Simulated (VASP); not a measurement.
Here is a VASP 6.6.1 calculation.

INCAR

```
SYSTEM = CdSe
ALGO     = Normal         ! electronic algorithm
EDIFF    = 1E-6           ! SCF threshold, eV
EDIFFG   = -0.01          ! ionic threshold
ENCUT    = 600            ! plane-wave cutoff, eV
GGA      = RP             ! functional
IBRION   = 2              ! ionic algorithm
ISIF     = 3              ! what is computed and relaxed
ISMEAR   = -1             ! smearing method
LASPH    = .TRUE.         ! aspherical terms in the spheres
LCHARG   = .FALSE.        ! write CHGCAR
LREAL    = .FALSE.        ! projectors in reciprocal space
LWAVE    = .FALSE.        ! write WAVECAR
NELM     = 100            ! most SCF steps
NSW      = 80             ! ionic steps
PREC     = Accurate       ! precision mode
SIGMA    = 0.05           ! smearing width, eV
```

File KPOINTS:

```
k-points
0
G
  8 8 8
  0 0 0
```

POSCAR

```
CdSe
1.0
    0.0000000000      3.0702711986      3.0702711986
    3.0702711986      0.0000000000      3.0702711986
    3.0702711986      3.0702711986      0.0000000000
Cd Se
1 1
Direct
    0.0000000000      0.0000000000      0.0000000000
    0.2500000000      0.2500000000      0.2500000000
```

Potentials or basis: VASP PAW PBE potentials, release 64 (Cd, Se).

The run is started by

```sh
$ cat potpaw_PBE.64/Cd/POTCAR potpaw_PBE.64/Se/POTCAR > POTCAR
$ mpirun -np 1 vasp_std > vasp.out
```

Predict the space group after relaxing (to 0.1 Å).

F-43m (No. 216).

What does it give for the relaxed cell?

a = 4.450 Å, b = 4.450 Å, c = 4.450 Å, α = 60.00°, β = 60.00°, γ = 60.00°.

Estimate the relaxed volume.

31.15 Å³/atom.

Final structure:
```
CELL_PARAMETERS angstrom
0.00000 3.14650 3.14650
3.14650 0.00000 3.14650
3.14650 3.14650 0.00000
ATOMIC_POSITIONS crystal
Cd 0.00000 0.00000 0.00000
Se 0.25000 0.25000 0.25000
```

Caveat: the PAW data sets were made with another functional, which shifts forces and pressure a little.
